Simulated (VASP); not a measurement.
# AlN (Cm) in VASP: single point with PBE

Aim: the single point of AlN with PBE.

Program: VASP 6.6.1. These are calculated values, not measurements. Logs are shortened: lines on timing, memory, paths and dates and some standing lists are left out, and cuts for length are marked.

## Step 1: The cell of the first run

It takes space group Cm (No. 8, monoclinic). Conventional cell: a = 5.389 Å, b = 3.111 Å, c = 4.978 Å, α = 90.00°, β = 90.72°, γ = 90.00°. Al (site symmetry m) has 4 N at 1.88 to 1.92 Å within 2.5 Å. Within 2.5 Å of Al (site symmetry m) lie 4 N at 1.88 to 1.92 Å. N (site symmetry m) has 4 Al at 1.88 to 1.92 Å within 2.5 Å. Within 2.5 Å of N (site symmetry m) lie 4 Al at 1.88 to 1.92 Å.

## Step 2: Single point, PBE (strain +0.0125 x Voigt [0, 0, 0, 1, 0, 0])

Contents of INCAR:

```
ALGO     = Normal         # electronic algorithm
EDIFF    = 1E-6           # SCF threshold, eV
ENCUT    = 520            # plane-wave cutoff, eV
GGA      = PE             # functional
ISIF     = 2              # what is computed and relaxed
ISMEAR   = 0              # smearing method
LASPH    = True           # aspherical terms in the spheres
LCHARG   = False          # write CHGCAR
LREAL    = False          # projectors in reciprocal space
LWAVE    = False          # write WAVECAR
NBANDS   = 16             # bands
NELM     = 100            # most SCF steps
PREC     = Accurate       # precision mode
SIGMA    = 0.05           # smearing width, eV
```

Contents of KPOINTS:

```
k-points
0
Gamma
  12 12 6
```

Contents of POSCAR:

```
AlN
1.0
    3.1110021516      0.0000000000      0.0000000000
   -1.5555010758      2.6942068945      0.0168387931
    0.0000000000      0.0311125000      4.9780000000
Al N
2 2
Direct
    0.3333333333      0.6666666667      0.0000000000
    0.6666666667      0.3333333333      0.5000000000
    0.3333333333      0.6666666667      0.3850000000
    0.6666666667      0.3333333333      0.8850000000
```

Potentials or basis: VASP PAW PBE potentials, release 64 (Al, N).

Run with:

```console
> cat potpaw_PBE.64/Al/POTCAR potpaw_PBE.64/N/POTCAR > POTCAR
> mpirun -np 1 vasp_std > vasp.out
```

OUTCAR:

```text
EDIFF = 1E-6
   ENCUT = 520
   GGA = PE
   ISIF = 2
   ISMEAR = 0
   LASPH = True
   LREAL = False
   NELM = 100
   PREC = Accurate

 ion  position               nearest neighbor table
   1  0.333  0.667  0.000-   4 1.88   4 1.89   4 1.89   3 1.92   2 3.05   2 3.06   2 3.06   2 3.08
                             2 3.08   2 3.09
   2  0.667  0.333  0.500-   3 1.88   3 1.88   3 1.89   4 1.92   1 3.05   1 3.06   1 3.06   1 3.08
                             1 3.08   1 3.09
   3  0.333  0.667  0.385-   2 1.88   2 1.88   2 1.89   1 1.92
   4  0.667  0.333  0.885-   1 1.88   1 1.89   1 1.89   2 1.92

  LATTYP: Found a base centered monoclinic cell.
 ALAT       =     5.3885190304
 B/A-ratio  =     0.5773389932
 C/A-ratio  =     0.9238340252
 COS(beta)  =    -0.0124995117

  Lattice vectors:

 A1 = (  -1.5555010758,  -2.6942068945,  -0.0168387931)
 A2 = (   1.5555010758,  -2.6942068945,  -0.0168387931)
 A3 = (   0.0000000000,   0.0311125000,   4.9780000000)

Analysis of symmetry for initial positions (statically):
=====================================================================
 Subroutine PRICEL returns:
 Original cell was already a primitive cell.

 Routine SETGRP: Setting up the symmetry group for a
 base centered monoclinic supercell.

 Subroutine GETGRP returns: Found  2 space group operations
 (whereof  2 operations were pure point group operations)
 out of a pool of  4 trial point group operations.

The static configuration has the point symmetry C_1h.

Analysis of symmetry for dynamics (positions and initial velocities):
=====================================================================
 Subroutine PRICEL returns:
 Original cell was already a primitive cell.

 Routine SETGRP: Setting up the symmetry group for a
 base centered monoclinic supercell.

 Subroutine GETGRP returns: Found  2 space group operations
 (whereof  2 operations were pure point group operations)
 out of a pool of  4 trial point group operations.

The dynamic configuration has the point symmetry C_1h.

 Subroutine INISYM returns: Found  2 space group operations
 (whereof  2 operations are pure point group operations),
 and found     1 'primitive' translations

----------------------------------------------------------------------------------------

                                     Primitive cell
[... 89 lines left out ...]
   ISPIN  =      1    spin polarized calculation?
   LNONCOLLINEAR =      F non collinear calculations
   LSORBIT =      F    spin-orbit coupling
   LASPH  =      T    aspherical Exc in radial PAW
   ENCUT  =  520.0 eV  38.22 Ry    6.18 a.u.   5.78  5.78  9.26*2*pi/ulx,y,z
   NELM   =    100;   NELMIN=  2; NELMDL= -5     # of ELM steps
   EDIFF  = 0.1E-05   stopping-criterion for ELM
   LREAL  =      F    real-space projection
   EDIFFG = 0.1E-04   stopping-criterion for IOM
   NSW    =      0    number of steps for IOM
   IBRION =     -1    ionic relax: 0-MD 1-quasi-New 2-CG
   NFREE  =      0    steps in history (QN), initial steepest desc. (CG)
   ISIF   =      2    stress and relaxation
   ISYM   =      2    0-nonsym 1-usesym 2-fastsym
   POTIM  = 0.5000    time-step for ionic-motion
   TEBEG  =    0.0;   TEEND  =   0.0 temperature during run
   PSTRESS=    0.0 pullay stress
   NELECT =      16.0000    total number of electrons
   NUPDOWN=      -1.0000    fix difference up-down
   EMIN   =  10.00;   EMAX   =-10.00  energy-range for DOS
   EFERMI =   0.00;   METHOD = LEGACY
   ISMEAR =     0;   SIGMA  =   0.05  broadening in eV -4-tet -1-fermi 0-gaus
   EFERMI_NEDOS =   21; number of points for ismear=-14 and -15
   IALGO  =     38    algorithm
   IMIX   =      4    mixing-type and parameters
     AMIX     =   0.40;   BMIX     =  1.00
     AMIX_MAG =   1.60;   BMIX_MAG =  1.00
  volume/ion in A,a.u.               =      10.43        70.39
  Fermi-wavevector in a.u.,A,eV,Ry     =   1.189392  2.247625 19.247535  1.414654
  Thomas-Fermi vector in A             =   2.325501
   LORBIT       =      0    0 simple, 1 ext, 2 COOP (PROOUT), +10 PAW based schemes
   GGA     = PE    functional components
   LHFCALC =     F    Hartree Fock is set to
   AEXX    =    0.0000 exact exchange contribution
   IVDW    =     0    specifies the selected vdW correction
   LEPSILON=     F    determine dielectric tensor
   LRPA    =     F    only Hartree local field effects (RPA)
 non-spin polarized calculation
 Gauss-broadening in eV      SIGMA  =   0.05
  energy-cutoff  :      520.00
  volume of cell :       41.72
 maximum number of plane-waves:      1136
   NGX = 11   NGY = 11   NGZ = 19

 number of electron      15.9999998 magnetization

 Free energy of the ion-electron system (eV)
  ---------------------------------------------------
  ext. energy  EPLUGINS =         0.00000000
  ---------------------------------------------------
  free energy    TOTEN  =       -29.76533016 eV

  energy without entropy =      -29.76533016  energy(sigma->0) =      -29.76533016

 E-fermi :   6.4392     XC(G=0): -10.9152

 val. band max:        6.2243663659   @ k =   0.0000   0.0000   0.0000
 cond. band min:      10.3835995521   @ k =   0.0000   0.0000   0.0000
 fundamental gap:      4.1592331862
 Fermi energy:         6.4392369037

 k-point     1 :       0.0000    0.0000    0.0000
  band No.  band energies     occupation
      1      -9.0308      2.00000
      2      -6.8800      2.00000
      3       0.1869      2.00000
      4       5.2728      2.00000
      5       5.2729      2.00000
      6       5.9223      2.00000
[... 433 lines left out ...]
      3       0.9583      2.00000
      4       2.1877      2.00000
      5       3.0977      2.00000
      6       3.1444      2.00000
[... 8 lines left out ...]
     15      19.0563      0.00000
     16      20.9102      0.00000

 [... further k-points ...]
[... 5 lines left out ...]
  --------------------------------------------------------------------------------------
  -------------------------------------------------------------------------------------
  Total        1.1468804      1.1461737      0.6813118      0.0000000     -0.4212283      0.0000000
  in kB       44.0412407     44.0141032     26.1629869      0.0000000    -16.1755446      0.0000000
  external PRESSURE =      38.0727770 kB  Pullay stress =       0.0000000 kB

 VOLUME and BASIS-vectors are now :
 -----------------------------------------------------------------------------
  energy-cutoff  :      520.00
  volume of cell :       41.72
      direct lattice vectors                 reciprocal lattice vectors
     3.111002152  0.000000000  0.000000000     0.321439829  0.185590622 -0.001159941
    -1.555501076  2.694206895  0.016838793     0.000000000  0.371181243 -0.002319883
     0.000000000  0.031112500  4.978000000     0.000000000 -0.001255573  0.200891736

 POSITION                                       TOTAL-FORCE (eV/Angst)
 -----------------------------------------------------------------------------------
     -0.00000      1.79614      0.01123         0.000000     -0.069933      0.182289
      1.55550      0.91363      2.49461        -0.000000     -0.065682      0.182122
     -0.00000      1.80812      1.92776         0.000000      0.065136     -0.182198
      1.55550      0.92560      4.41114        -0.000000      0.070479     -0.182213
 -----------------------------------------------------------------------------------
    total drift:                                0.000000      0.000520     -0.000019

  FREE ENERGIE OF THE ION-ELECTRON SYSTEM (eV)
  ---------------------------------------------------
  free  energy   TOTEN  =       -29.7653301607 eV

  energy  without entropy=      -29.7653301607  energy(sigma->0) =      -29.76533016
```

OSZICAR:

```text
N       E                     dE             d eps       ncg     rms          rms(c)
DAV:   1     0.406906722214E+02    0.40691E+02   -0.72941E+03  7752   0.894E+02
DAV:   2    -0.310650024717E+02   -0.71756E+02   -0.66153E+02 10856   0.188E+02
DAV:   3    -0.344960059757E+02   -0.34310E+01   -0.34220E+01  9608   0.423E+01
DAV:   4    -0.345167610917E+02   -0.20755E-01   -0.20754E-01  9776   0.372E+00
DAV:   5    -0.345170354134E+02   -0.27432E-03   -0.27432E-03  9848   0.430E-01    0.122E+01
DAV:   6    -0.297532666930E+02    0.47638E+01   -0.10661E+01  9352   0.237E+01    0.416E+00
DAV:   7    -0.297770004173E+02   -0.23734E-01   -0.68045E-01  8456   0.581E+00    0.295E+00
DAV:   8    -0.297698473039E+02    0.71531E-02   -0.60338E-02  8880   0.226E+00    0.597E-01
DAV:   9    -0.297647857414E+02    0.50616E-02   -0.12235E-02 10544   0.818E-01    0.247E-01
DAV:  10    -0.297654086080E+02   -0.62287E-03   -0.22725E-03  8424   0.300E-01    0.133E-01
DAV:  11    -0.297653269075E+02    0.81700E-04   -0.17655E-04  9160   0.102E-01    0.328E-02
DAV:  12    -0.297653302860E+02   -0.33784E-05   -0.11734E-05  8552   0.274E-02    0.733E-03
DAV:  13    -0.297653301607E+02    0.12531E-06   -0.41873E-06  9192   0.158E-02
   1 F= -.29765330E+02 E0= -.29765330E+02  d E =-.312423E-12
```

stdout:

```text
POSCAR found type information on POSCAR AlN
 POSCAR found :  2 types and       4 ions
 scaLAPACK will be used
 LDA part: xc-table for (Slater+PW92), standard interpolation
 POSCAR, INCAR and KPOINTS ok, starting setup
 FFT: planning ... GRIDC
 FFT: planning ... GRID_SOFT
 FFT: planning ... GRID
 WAVECAR not read
 entering main loop
```

Wall time 80 s (1 thread of Intel Xeon Platinum 8375C at 2.90GHz (Ice Lake), shared host); peak memory 0.25 GiB.

What came out:

- Free energy: -29.7653 eV
- Pressure: 3.8 GPa
- Largest force: 0.195 eV/Å
- Band gap on the k mesh: 4.16 eV, direct

Forces on the atoms (eV/Å):
```
Al   0.000 -0.070  0.182
Al   0.000 -0.066  0.182
N    0.000  0.065 -0.182
N    0.000  0.070 -0.182
```

Caveat: the cell differs from its parent crystal (strain +0.0125 x Voigt [0, 0, 0, 1, 0, 0]). A k mesh can miss the band edges.
